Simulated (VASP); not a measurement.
# Ga2B (P4/mmm) in VASP: single point with PBEsol

Aim: the single point of Ga2B with PBEsol.

All numbers are computed with VASP 6.6.1; they aren't measurements. Logs are shortened: lines on timing, memory, paths and dates and some standing lists are left out, and cuts for length are marked.

## Step 1: The cell of the first run

Symmetry: P4/mmm, No. 123, tetragonal system. Conventional cell: a = 2.738 Å, b = 2.738 Å, c = 5.650 Å, α = 90.00°, β = 90.00°, γ = 90.00°. Within 3.1 Å of Ga (site symmetry 4mm) lie 5 Ga at 2.32 to 2.74 Å and 4 B at 2.55 Å. Within 3.4 Å of B (site symmetry 4/mmm) lie 8 Ga at 2.55 Å and 4 B at 2.74 Å.

## Step 2: Single point, PBEsol

Contents of POSCAR:

```
Ga2B
1.0
    2.7384240000      0.0000000000      0.0000000000
    0.0000000000      2.7384240000      0.0000000000
    0.0000000000      0.0000000000      5.6500560000
Ga B
2 1
Direct
    0.5000000000      0.5000000000      0.2950000000
    0.5000000000      0.5000000000      0.7050000000
    0.0000000000      0.0000000000      0.0000000000
```

Contents of INCAR.step1:

```
  PREC = Accurate
  ENCUT = 520
  EDIFF = 1E-6
  ISMEAR = 0
  SIGMA = 0.2741
  LREAL = False
  LASPH = True
  NELM = 60
  ALGO = Normal
  ISIF = 2
  LWAVE = False
  LCHARG = True
  GGA = PS
  NBANDS = 22
```

Contents of KPOINTS.step1:

```
Automatic mesh
0
Gamma
  12 12 6
```

Contents of INCAR.step2:

```
  PREC = Accurate
  ENCUT = 520
  EDIFF = 1E-6
  ISMEAR = -5
  SIGMA = 0.2741
  LREAL = False
  LASPH = True
  NELM = 60
  ALGO = Normal
  ISIF = 2
  LWAVE = False
  LCHARG = False
  GGA = PS
  LORBIT = 11
  NBANDS = 22
  NEDOS = 2001
  ICHARG = 11
```

Contents of KPOINTS.step2:

```
Automatic mesh
0
Gamma
  18 18 9
```

Potentials or basis: VASP PAW PBE potentials, release 64 (Ga_d, B).

Launch:

```bash
$ cat potpaw_PBE.64/Ga_d/POTCAR potpaw_PBE.64/B/POTCAR > POTCAR
$ cp INCAR.step1 INCAR
$ cp KPOINTS.step1 KPOINTS
$ mpirun -np 1 vasp_std > vasp.out
$ cp INCAR.step2 INCAR
$ cp KPOINTS.step2 KPOINTS
$ mpirun -np 1 vasp_std > vasp.out
```

OUTCAR:

```text
PREC = Accurate
   ENCUT = 520
   EDIFF = 1E-6
   ISMEAR = -5
   LREAL = False
   LASPH = True
   NELM = 60
   ISIF = 2
   GGA = PS
   LORBIT = 11
   ICHARG = 11

 ion  position               nearest neighbor table
   1  0.500  0.500  0.295-   2 2.32
   2  0.500  0.500  0.705-   1 2.32
   3  0.000  0.000  0.000-

  LATTYP: Found a simple tetragonal cell.
 ALAT       =     2.7384240000
 C/A-ratio  =     2.0632509794

  Lattice vectors:

 A1 = (   2.7384240000,   0.0000000000,   0.0000000000)
 A2 = (   0.0000000000,   2.7384240000,   0.0000000000)
 A3 = (   0.0000000000,   0.0000000000,   5.6500560000)

Analysis of symmetry for initial positions (statically):
=====================================================================
 Subroutine PRICEL returns:
 Original cell was already a primitive cell.

 Routine SETGRP: Setting up the symmetry group for a
 simple tetragonal supercell.

 Subroutine GETGRP returns: Found 16 space group operations
 (whereof 16 operations were pure point group operations)
 out of a pool of 16 trial point group operations.

The static configuration has the point symmetry D_4h.

Analysis of symmetry for dynamics (positions and initial velocities):
=====================================================================
 Subroutine PRICEL returns:
 Original cell was already a primitive cell.

 Routine SETGRP: Setting up the symmetry group for a
 simple tetragonal supercell.

 Subroutine GETGRP returns: Found 16 space group operations
 (whereof 16 operations were pure point group operations)
 out of a pool of 16 trial point group operations.

The dynamic configuration has the point symmetry D_4h.

 Subroutine INISYM returns: Found 16 space group operations
 (whereof 16 operations are pure point group operations),
 and found     1 'primitive' translations

----------------------------------------------------------------------------------------

                                     Primitive cell

  volume of cell :      42.3696

  direct lattice vectors                    reciprocal lattice vectors
     2.738424000  0.000000000  0.000000000     0.365173545  0.000000000  0.000000000
     0.000000000  2.738424000  0.000000000     0.000000000  0.365173545  0.000000000
     0.000000000  0.000000000  5.650056000     0.000000000  0.000000000  0.176989396

  length of vectors
     2.738424000  2.738424000  5.650056000     0.365173545  0.365173545  0.176989396

  position of ions in fractional coordinates (direct lattice)
     0.500000000  0.500000000  0.295000000
     0.500000000  0.500000000  0.705000000
     0.000000000  0.000000000  0.000000000

  ion indices of the primitive-cell ions
   primitive index   ion index
                 1           1
                 2           2
                 3           3

----------------------------------------------------------------------------------------

 KPOINTS: Automatic mesh

Automatic generation of k-mesh.
 Grid dimensions read from file:
 generate k-points for:   18   18    9

 Generating k-lattice:

  Cartesian coordinates                     Fractional coordinates (reciprocal lattice)
     0.020287419  0.000000000  0.000000000     0.055555556  0.000000000  0.000000000
     0.000000000  0.020287419  0.000000000     0.000000000  0.055555556  0.000000000
     0.000000000  0.000000000  0.019665488     0.000000000  0.000000000  0.111111111

  Length of vectors
     0.020287419  0.020287419  0.019665488

  Shift w.r.t. Gamma in fractional coordinates (k-lattice)
     0.000000000  0.000000000  0.000000000

 TETIRR: Found   4383 inequivalent tetrahedra from    17496

 Subroutine IBZKPT returns following result:
 ===========================================

 Found    275 irreducible k-points:

 Following reciprocal coordinates:
            Coordinates               Weight
  0.000000  0.000000  0.000000      1.000000
  0.055556  0.000000  0.000000      4.000000
  0.111111  0.000000  0.000000      4.000000
  0.166667  0.000000  0.000000      4.000000
  0.222222  0.000000  0.000000      4.000000
  0.277778  0.000000  0.000000      4.000000
[... 16 lines left out ...]
  0.277778  0.111111  0.000000      8.000000
  0.333333  0.111111  0.000000      8.000000
 [... further k-points ...]
   k-points           NKPTS =    275   k-points in BZ     NKDIM =    275   number of bands    NBANDS=     22
   number of dos      NEDOS =   2001   number of ions     NIONS =      3
   total plane-waves  NPLWV =  16800
   dimension x,y,z NGX =    20 NGY =   20 NGZ =   42
   dimension x,y,z NGXF=    40 NGYF=   40 NGZF=   84
   ions per type =               2   1
   NGX,Y,Z   is equivalent  to a cutoff of  12.14, 12.14, 12.36 a.u.
   NGXF,Y,Z  is equivalent  to a cutoff of  24.28, 24.28, 24.72 a.u.
 SYSTEM =  unknown system
   PREC   = accura    normal or accurate (medium, high low for compatibility)
   ISTART =      0    job   : 0-new  1-cont  2-samecut
   ICHARG =     11    charge: 1-file 2-atom 10-const
   ISPIN  =      1    spin polarized calculation?
   LNONCOLLINEAR =      F non collinear calculations
   LSORBIT =      F    spin-orbit coupling
   LASPH  =      T    aspherical Exc in radial PAW
   ENCUT  =  520.0 eV  38.22 Ry    6.18 a.u.   5.09  5.09 10.51*2*pi/ulx,y,z
   NELM   =     60;   NELMIN=  2; NELMDL=  0     # of ELM steps
   EDIFF  = 0.1E-05   stopping-criterion for ELM
   LREAL  =      F    real-space projection
   EDIFFG = 0.1E-04   stopping-criterion for IOM
   NSW    =      0    number of steps for IOM
   IBRION =     -1    ionic relax: 0-MD 1-quasi-New 2-CG
   NFREE  =      0    steps in history (QN), initial steepest desc. (CG)
   ISIF   =      2    stress and relaxation
   ISYM   =      2    0-nonsym 1-usesym 2-fastsym
   POTIM  = 0.5000    time-step for ionic-motion
   TEBEG  =    0.0;   TEEND  =   0.0 temperature during run
   PSTRESS=    0.0 pullay stress
   NELECT =      29.0000    total number of electrons
   NUPDOWN=      -1.0000    fix difference up-down
   EMIN   =  10.00;   EMAX   =-10.00  energy-range for DOS
   EFERMI =   0.00;   METHOD = LEGACY
   ISMEAR =    -5;   SIGMA  =   0.27  broadening in eV -4-tet -1-fermi 0-gaus
   EFERMI_NEDOS =   21; number of points for ismear=-14 and -15
   IALGO  =     38    algorithm
   IMIX   =      4    mixing-type and parameters
     AMIX     =   0.40;   BMIX     =  1.00
     AMIX_MAG =   1.60;   BMIX_MAG =  1.00
  volume/ion in A,a.u.               =      14.12        95.31
  Fermi-wavevector in a.u.,A,eV,Ry     =   1.442745  2.726392 28.320689  2.081512
  Thomas-Fermi vector in A             =   2.561230
   LORBIT       =     11    0 simple, 1 ext, 2 COOP (PROOUT), +10 PAW based schemes
   GGA     = PS    functional components
   LHFCALC =     F    Hartree Fock is set to
   AEXX    =    0.0000 exact exchange contribution
   IVDW    =     0    specifies the selected vdW correction
   LEPSILON=     F    determine dielectric tensor
   LRPA    =     F    only Hartree local field effects (RPA)
 non-spin polarized calculation
 Fermi weights with tetrahedron method with Bloechl corrections
  energy-cutoff  :      520.00
  volume of cell :       42.37
 maximum number of plane-waves:      1168

 number of electron      29.0000022 magnetization

 Free energy of the ion-electron system (eV)
  ---------------------------------------------------
  ext. energy  EPLUGINS =         0.00000000
  ---------------------------------------------------
  free energy    TOTEN  =       -11.12100758 eV

  energy without entropy =      -11.12100758  energy(sigma->0) =      -11.12100758

 E-fermi :   6.4288     XC(G=0): -11.6506

 val. band max:        6.6211962716   @ k =   0.5000   0.2778   0.2222
 cond. band min:       6.2206030119   @ k =   0.3889   0.3889   0.3333
 fundamental gap:     -0.4005932597
 Fermi energy:         6.4288306674

 k-point     1 :       0.0000    0.0000    0.0000
  band No.  band energies     occupation
      1      -9.1719      2.00000
      2      -9.0455      2.00000
      3      -8.9730      2.00000
      4      -8.7450      2.00000
      5      -8.7450      2.00000
      6      -8.6356      2.00000
[... 14 lines left out ...]
     21      16.2005      0.00000
     22      17.1814      0.00000

 k-point     2 :       0.0556    0.0000    0.0000
  band No.  band energies     occupation
      1      -9.1692      2.00000
      2      -9.0375      2.00000
      3      -8.9654      2.00000
      4      -8.7549      2.00000
      5      -8.7442      2.00000
      6      -8.6287      2.00000
[... 14 lines left out ...]
     21      16.2248      0.00000
     22      17.1884      0.00000

 k-point     3 :       0.1111    0.0000    0.0000
  band No.  band energies     occupation
      1      -9.1621      2.00000
      2      -9.0142      2.00000
      3      -8.9448      2.00000
      4      -8.7829      2.00000
      5      -8.7419      2.00000
      6      -8.6079      2.00000
[... 14 lines left out ...]
     21      16.3773      0.00000
     22      17.4537      0.00000
[... 476 lines left out ...]
 k-point    23 :       0.2778    0.1111    0.0000
  band No.  band energies     occupation
      1      -9.1180      2.00000
      2      -8.9215      2.00000
      3      -8.8512      2.00000
      4      -8.8153      2.00000
      5      -8.7615      2.00000
      6      -8.6563      2.00000
[... 14 lines left out ...]
     21      15.8481      0.00000
     22      18.8830      0.00000

 k-point    24 :       0.3333    0.1111    0.0000
  band No.  band energies     occupation
      1      -9.1087      2.00000
      2      -8.9658      2.00000
      3      -8.8084      2.00000
      4      -8.7921      2.00000
      5      -8.7561      2.00000
      6      -8.6825      2.00000
[... 14 lines left out ...]
     21      16.4284      0.00000
     22      18.8145      0.00000

 [... further k-points ...]

------------------------ aborting loop because EDIFF is reached ----------------------------------------

  FORCE on cell =-STRESS in cart. coord.  units (eV):
  Direction    XX          YY          ZZ          XY          YZ          ZX
  --------------------------------------------------------------------------------------
  -------------------------------------------------------------------------------------
  Total       -0.2437518     -0.2437518      0.0443043      0.0000000      0.0000000     -0.0000000
  in kB       -9.2173107     -9.2173107      1.6753394      0.0000000      0.0000000     -0.0000000
  external PRESSURE =      -5.5864273 kB  Pullay stress =       0.0000000 kB

 VOLUME and BASIS-vectors are now :
 -----------------------------------------------------------------------------
  energy-cutoff  :      520.00
  volume of cell :       42.37
      direct lattice vectors                 reciprocal lattice vectors
     2.738424000  0.000000000  0.000000000     0.365173545  0.000000000  0.000000000
     0.000000000  2.738424000  0.000000000     0.000000000  0.365173545  0.000000000
     0.000000000  0.000000000  5.650056000     0.000000000  0.000000000  0.176989396

 POSITION                                       TOTAL-FORCE (eV/Angst)
 -----------------------------------------------------------------------------------
      1.36921      1.36921      1.66677        -0.000000      0.000000     -2.428282
      1.36921      1.36921      3.98329         0.000000      0.000000      2.428282
      0.00000      0.00000      0.00000        -0.000000      0.000000     -0.000000
 -----------------------------------------------------------------------------------
    total drift:                                0.000000      0.000000      0.000000

  FREE ENERGIE OF THE ION-ELECTRON SYSTEM (eV)
  ---------------------------------------------------
  free  energy   TOTEN  =       -11.1210075832 eV

  energy  without entropy=      -11.1210075832  energy(sigma->0) =      -11.12100758

 total charge

# of ion       s       p       d       tot
------------------------------------------
    1        0.970   0.708  10.000  11.678
    2        0.970   0.708  10.000  11.678
    3        0.769   0.729   0.000   1.497
--------------------------------------------------
tot          2.709   2.145  19.999  24.854
```

It took 2.9 min on 1 thread of Intel Xeon Platinum 8259CL at 2.50GHz (Skylake/Cascade Lake), shared host; peak memory 0.32 GiB.

Results:

```
Valence electrons inside the program's atomic spheres : Ga 11.68; B 1.50
```

Caveat: so wide a smearing shifts energies and pressures; the PAW data sets were made with another functional, which shifts forces and pressure a little.
